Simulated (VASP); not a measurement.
# Ge2Sb2Te5 (P-3m1) in VASP: single point with PBEsol

Aim: the single point of Ge2Sb2Te5 with PBEsol.

All numbers are computed with VASP 6.6.1; they aren't measurements. Logs are shortened: lines on timing, memory, paths and dates and some standing lists are left out, and cuts for length are marked.

## Step 1: The cell of the first run

It takes space group P-3m1 (No. 164, trigonal). Conventional cell: a = 4.224 Å, b = 4.224 Å, c = 16.855 Å, α = 90.00°, β = 90.00°, γ = 120.00°. Te (site symmetry -3m) has 6 Ge at 2.97 Å within 3.9 Å. Within 3.9 Å of Te (site symmetry 3m) lie 3 Ge at 2.95 Å and 3 Sb at 3.15 Å. Te (site symmetry 3m) has 3 Sb at 2.99 Å and 3 Te at 3.65 Å within 3.9 Å. Ge (site symmetry 3m) has 6 Te at 2.95 to 2.97 Å within 3.9 Å. Within 3.9 Å of Sb (site symmetry 3m) lie 6 Te at 2.99 to 3.15 Å.

## Step 2: Single point, PBEsol

The input, INCAR:

```
SYSTEM = Ge2Sb2Te5
ALGO = Normal
EDIFF = 1E-6
ENCUT = 500
GGA = PS
GGA_COMPAT = .False.
ISIF = 2
ISMEAR = 0
LASPH = .True.
LCHARG = .False.
LREAL = .False.
LWAVE = .False.
NBANDS = 44
NELM = 120
PREC = Accurate
SIGMA = 0.02
```

The input, KPOINTS:

```
k-points
0
Gamma
  10 10 2
  0 0 0
```

The input, POSCAR:

```
Ge2Sb2Te5
1.0
    4.2241596133      0.0000000000      0.0000000000
   -2.1120798067      3.6582295348      0.0000000000
    0.0000000000      0.0000000000     16.8548310622
Te Ge Sb
5 2 2
Direct
    0.0000000000      0.0000000000      0.0000000000
    0.3333333333      0.6666666667      0.1986561752
    0.6666666667      0.3333333333      0.8013438248
    0.6666666667      0.3333333333      0.4194515840
    0.3333333333      0.6666666667      0.5805484160
    0.6666666667      0.3333333333      0.1003942892
    0.3333333333      0.6666666667      0.8996057108
    0.0000000000      0.0000000000      0.3173000892
    0.0000000000      0.0000000000      0.6826999108
```

Potentials or basis: VASP PAW PBE potentials, release 64 (Te, Ge_d, Sb).

Run with:

```sh
cat potpaw_PBE.64/Te/POTCAR potpaw_PBE.64/Ge_d/POTCAR potpaw_PBE.64/Sb/POTCAR > POTCAR
mpirun -np 1 vasp_std > vasp.out
```

OUTCAR:

```text
SYSTEM = Ge2Sb2Te5
   EDIFF = 1E-6
   ENCUT = 500
   GGA = PS
   ISIF = 2
   ISMEAR = 0
   LASPH = .True.
   LREAL = .False.
   NELM = 120
   PREC = Accurate

 ion  position               nearest neighbor table
   1  0.000  0.000  0.000-   6 2.97   7 2.97   6 2.97   7 2.97   6 2.97   7 2.97
   2  0.333  0.667  0.199-   6 2.95   6 2.95   6 2.95   8 3.15   8 3.15   8 3.15
   3  0.667  0.333  0.801-   7 2.95   7 2.95   7 2.95   9 3.15   9 3.15   9 3.15
   4  0.667  0.333  0.419-   8 2.99   8 2.99   8 2.99   5 3.65   5 3.65   5 3.65
   5  0.333  0.667  0.581-   9 2.99   9 2.99   9 2.99   4 3.65   4 3.65   4 3.65
   6  0.667  0.333  0.100-   2 2.95   2 2.95   2 2.95   1 2.97   1 2.97   1 2.97
   7  0.333  0.667  0.900-   3 2.95   3 2.95   3 2.95   1 2.97   1 2.97   1 2.97
   8  0.000  0.000  0.317-   4 2.99   4 2.99   4 2.99   2 3.15   2 3.15   2 3.15
   9  0.000  0.000  0.683-   5 2.99   5 2.99   5 2.99   3 3.15   3 3.15   3 3.15

  LATTYP: Found a hexagonal cell.
 ALAT       =     4.2241596133
 C/A-ratio  =     3.9901027909

  Lattice vectors:

 A1 = (   4.2241596133,   0.0000000000,   0.0000000000)
 A2 = (  -2.1120798067,   3.6582295348,   0.0000000000)
 A3 = (   0.0000000000,   0.0000000000,  16.8548310622)

Analysis of symmetry for initial positions (statically):
=====================================================================
 Subroutine PRICEL returns:
 Original cell was already a primitive cell.

 Routine SETGRP: Setting up the symmetry group for a
 hexagonal supercell.

 Subroutine GETGRP returns: Found 12 space group operations
 (whereof 12 operations were pure point group operations)
 out of a pool of 24 trial point group operations.

The static configuration has the point symmetry D_3d.

Analysis of symmetry for dynamics (positions and initial velocities):
=====================================================================
 Subroutine PRICEL returns:
 Original cell was already a primitive cell.

 Routine SETGRP: Setting up the symmetry group for a
 hexagonal supercell.

 Subroutine GETGRP returns: Found 12 space group operations
 (whereof 12 operations were pure point group operations)
 out of a pool of 24 trial point group operations.

The dynamic configuration has the point symmetry D_3d.

 Subroutine INISYM returns: Found 12 space group operations
 (whereof 12 operations are pure point group operations),
 and found     1 'primitive' translations

----------------------------------------------------------------------------------------

                                     Primitive cell

  volume of cell :     260.4568

  direct lattice vectors                    reciprocal lattice vectors
     4.224159613  0.000000000  0.000000000     0.236733479  0.136678138  0.000000000
    -2.112079807  3.658229535  0.000000000     0.000000000  0.273356275  0.000000000
     0.000000000  0.000000000 16.854831062     0.000000000  0.000000000  0.059330170

  length of vectors
     4.224159613  4.224159613 16.854831062     0.273356275  0.273356275  0.059330170

  position of ions in fractional coordinates (direct lattice)
     0.000000000  0.000000000  0.000000000
     0.333333333  0.666666667  0.198656175
     0.666666667  0.333333333  0.801343825
     0.666666667  0.333333333  0.419451584
     0.333333333  0.666666667  0.580548416
     0.666666667  0.333333333  0.100394289
     0.333333333  0.666666667  0.899605711
     0.000000000  0.000000000  0.317300089
     0.000000000  0.000000000  0.682699911

  ion indices of the primitive-cell ions
   primitive index   ion index
                 1           1
                 2           2
                 3           3
                 4           4
                 5           5
                 6           6
                 7           7
                 8           8
                 9           9

----------------------------------------------------------------------------------------

 KPOINTS: k-points

Automatic generation of k-mesh.
 Grid dimensions read from file:
 generate k-points for:   10   10    2

 Generating k-lattice:

  Cartesian coordinates                     Fractional coordinates (reciprocal lattice)
     0.023673348  0.013667814  0.000000000     0.100000000  0.000000000  0.000000000
     0.000000000  0.027335628  0.000000000     0.000000000  0.100000000  0.000000000
     0.000000000  0.000000000  0.029665085     0.000000000  0.000000000  0.500000000

  Length of vectors
     0.027335628  0.027335628  0.029665085

  Shift w.r.t. Gamma in fractional coordinates (k-lattice)
     0.000000000  0.000000000  0.000000000

 Subroutine IBZKPT returns following result:
 ===========================================

 Found     28 irreducible k-points:

 Following reciprocal coordinates:
            Coordinates               Weight
  0.000000  0.000000  0.000000      1.000000
  0.100000  0.000000  0.000000      6.000000
  0.200000  0.000000  0.000000      6.000000
  0.300000 -0.000000  0.000000      6.000000
  0.400000  0.000000  0.000000      6.000000
  0.500000  0.000000  0.000000      3.000000
[... 16 lines left out ...]
  0.300000  0.100000  0.500000     12.000000
  0.400000  0.100000  0.500000     12.000000
 [... further k-points ...]
   k-points           NKPTS =     28   k-points in BZ     NKDIM =     28   number of bands    NBANDS=     44
   number of dos      NEDOS =    301   number of ions     NIONS =      9
   total plane-waves  NPLWV = 129024
   dimension x,y,z NGX =    32 NGY =   32 NGZ =  126
   dimension x,y,z NGXF=    64 NGYF=   64 NGZF=  252
   ions per type =               5   2   2
   NGX,Y,Z   is equivalent  to a cutoff of  12.59, 12.59, 12.43 a.u.
   NGXF,Y,Z  is equivalent  to a cutoff of  25.19, 25.19, 24.86 a.u.
 SYSTEM =  Ge2Sb2Te5
   PREC   = accura    normal or accurate (medium, high low for compatibility)
   ISTART =      0    job   : 0-new  1-cont  2-samecut
   ICHARG =      2    charge: 1-file 2-atom 10-const
   ISPIN  =      1    spin polarized calculation?
   LNONCOLLINEAR =      F non collinear calculations
   LSORBIT =      F    spin-orbit coupling
   LASPH  =      T    aspherical Exc in radial PAW
   ENCUT  =  500.0 eV  36.75 Ry    6.06 a.u.   7.70  7.70 30.73*2*pi/ulx,y,z
   NELM   =    120;   NELMIN=  2; NELMDL= -5     # of ELM steps
   EDIFF  = 0.1E-05   stopping-criterion for ELM
   LREAL  =      F    real-space projection
   EDIFFG = 0.1E-04   stopping-criterion for IOM
   NSW    =      0    number of steps for IOM
   IBRION =     -1    ionic relax: 0-MD 1-quasi-New 2-CG
   NFREE  =      0    steps in history (QN), initial steepest desc. (CG)
   ISIF   =      2    stress and relaxation
   ISYM   =      2    0-nonsym 1-usesym 2-fastsym
   POTIM  = 0.5000    time-step for ionic-motion
   TEBEG  =    0.0;   TEEND  =   0.0 temperature during run
   PSTRESS=    0.0 pullay stress
   NELECT =      68.0000    total number of electrons
   NUPDOWN=      -1.0000    fix difference up-down
   EMIN   =  10.00;   EMAX   =-10.00  energy-range for DOS
   EFERMI =   0.00;   METHOD = LEGACY
   ISMEAR =     0;   SIGMA  =   0.02  broadening in eV -4-tet -1-fermi 0-gaus
   EFERMI_NEDOS =   21; number of points for ismear=-14 and -15
   IALGO  =     38    algorithm
   IMIX   =      4    mixing-type and parameters
     AMIX     =   0.40;   BMIX     =  1.00
     AMIX_MAG =   1.60;   BMIX_MAG =  1.00
  volume/ion in A,a.u.               =      28.94       195.29
  Fermi-wavevector in a.u.,A,eV,Ry     =   1.046323  1.977264 14.895556  1.094793
  Thomas-Fermi vector in A             =   2.181157
   LORBIT       =      0    0 simple, 1 ext, 2 COOP (PROOUT), +10 PAW based schemes
   GGA     = PS    functional components
   LHFCALC =     F    Hartree Fock is set to
   AEXX    =    0.0000 exact exchange contribution
   IVDW    =     0    specifies the selected vdW correction
   LEPSILON=     F    determine dielectric tensor
   LRPA    =     F    only Hartree local field effects (RPA)
 non-spin polarized calculation
 Gauss-broadening in eV      SIGMA  =   0.02
  energy-cutoff  :      500.00
  volume of cell :      260.46
 maximum number of plane-waves:      6650
 NGX is ok and might be reduce to    32
   NGX = 15   NGY = 15   NGZ = 61

 number of electron      67.9999995 magnetization

 Free energy of the ion-electron system (eV)
  ---------------------------------------------------
  ext. energy  EPLUGINS =         0.00000000
  ---------------------------------------------------
  free energy    TOTEN  =       -37.60364677 eV

  energy without entropy =      -37.60364676  energy(sigma->0) =      -37.60364677

 E-fermi :   6.8033     XC(G=0):  -9.7822

 val. band max:        6.7408087166   @ k =   0.0000   0.0000   0.0000
 cond. band min:       6.8678625827   @ k =   0.0000   0.0000   0.0000
 fundamental gap:      0.1270538661
 Fermi energy:         6.8032920775

 k-point     1 :       0.0000    0.0000    0.0000
  band No.  band energies     occupation
      1     -18.2094      2.00000
      2     -18.2094      2.00000
      3     -18.2084      2.00000
      4     -18.2084      2.00000
      5     -18.2022      2.00000
      6     -18.2020      2.00000
[... 36 lines left out ...]
     43       8.3429      0.00000
     44       9.4208      0.00000

 k-point     2 :       0.1000    0.0000    0.0000
  band No.  band energies     occupation
      1     -18.2098      2.00000
      2     -18.2093      2.00000
      3     -18.2086      2.00000
      4     -18.2083      2.00000
      5     -18.2021      2.00000
      6     -18.2020      2.00000
[... 36 lines left out ...]
     43       8.7028      0.00000
     44       9.5790      0.00000

 k-point     3 :       0.2000    0.0000    0.0000
  band No.  band energies     occupation
      1     -18.2107      2.00000
      2     -18.2092      2.00000
      3     -18.2091      2.00000
      4     -18.2080      2.00000
      5     -18.2022      2.00000
      6     -18.2016      2.00000
[... 976 lines left out ...]
     43       9.8447      0.00000
     44      10.4028      0.00000

 k-point    24 :       0.4000    0.1000    0.5000
  band No.  band energies     occupation
      1     -18.2127      2.00000
      2     -18.2106      2.00000
      3     -18.2092      2.00000
      4     -18.2074      2.00000
      5     -18.2025      2.00000
      6     -18.2011      2.00000
[... 36 lines left out ...]
     43      10.1364      0.00000
     44      10.3791      0.00000

 [... further k-points ...]

------------------------ aborting loop because EDIFF is reached ----------------------------------------

  FORCE on cell =-STRESS in cart. coord.  units (eV):
  Direction    XX          YY          ZZ          XY          YZ          ZX
  --------------------------------------------------------------------------------------
  -------------------------------------------------------------------------------------
  Total        0.0668060      0.0668060      0.0892548     -0.0000000      0.0000000      0.0000000
  in kB        0.4109516      0.4109516      0.5490430     -0.0000000      0.0000000      0.0000000
  external PRESSURE =       0.4569821 kB  Pullay stress =       0.0000000 kB

 VOLUME and BASIS-vectors are now :
 -----------------------------------------------------------------------------
  energy-cutoff  :      500.00
  volume of cell :      260.46
      direct lattice vectors                 reciprocal lattice vectors
     4.224159613  0.000000000  0.000000000     0.236733479  0.136678138  0.000000000
    -2.112079807  3.658229535  0.000000000     0.000000000  0.273356275  0.000000000
     0.000000000  0.000000000 16.854831062     0.000000000  0.000000000  0.059330170

 POSITION                                       TOTAL-FORCE (eV/Angst)
 -----------------------------------------------------------------------------------
      0.00000      0.00000      0.00000        -0.000000      0.000000      0.000000
     -0.00000      2.43882      3.34832        -0.000000      0.000000      0.005057
      2.11208      1.21941     13.50651         0.000000      0.000000     -0.005057
      2.11208      1.21941      7.06979         0.000000      0.000000      0.033258
     -0.00000      2.43882      9.78505        -0.000000     -0.000000     -0.033258
      2.11208      1.21941      1.69213        -0.000000      0.000000      0.002157
     -0.00000      2.43882     15.16270         0.000000      0.000000     -0.002157
      0.00000      0.00000      5.34804        -0.000000     -0.000000     -0.031946
      0.00000      0.00000     11.50679        -0.000000      0.000000      0.031946
 -----------------------------------------------------------------------------------
    total drift:                               -0.000000      0.000000      0.000000

  FREE ENERGIE OF THE ION-ELECTRON SYSTEM (eV)
  ---------------------------------------------------
  free  energy   TOTEN  =       -37.6036467698 eV

  energy  without entropy=      -37.6036467632  energy(sigma->0) =      -37.60364677
```

Wall time 8.6 min (1 thread of Oxide Virtual Turin-like, shared host); peak memory 0.48 GiB.

What came out:

```
Free energy            : -37.6036 eV
Pressure               : 0.0 GPa
Largest force          : 0.033 eV/Å
Band gap on the k mesh : 0.13 eV
```

Forces in eV/Å, atoms in the order of the input:
```
Te   0.000  0.000  0.000
Te   0.000  0.000  0.005
Te   0.000  0.000 -0.005
Te   0.000  0.000  0.033
Te   0.000  0.000 -0.033
Ge   0.000  0.000  0.002
Ge   0.000  0.000 -0.002
Sb   0.000  0.000 -0.032
Sb   0.000  0.000  0.032
```

Levels at points of the mesh, in eV from the valence-band top:
```
           k point  band 31  band 32  band 33  band 34  band 35  band 36  band 37  band 38
(0.00, 0.00, 0.00)    -1.42    -1.15    -0.86     0.00     0.13     0.13     0.20     0.85
(0.50, 0.00, 0.00)    -1.81    -1.73    -1.45    -0.90     0.27     0.87     0.91     1.20
(0.00, 0.00, 0.50)    -1.56    -1.44    -0.72    -0.18     0.34     0.34     0.49     0.49
(0.50, 0.00, 0.50)    -2.27    -2.00    -1.46    -0.63     0.21     0.41     1.49     1.50
```

Caveat: the PAW data sets were made with another functional, which shifts forces and pressure a little; spin-orbit coupling is left out, which moves the levels of the heavy elements. A k mesh can miss the band edges.
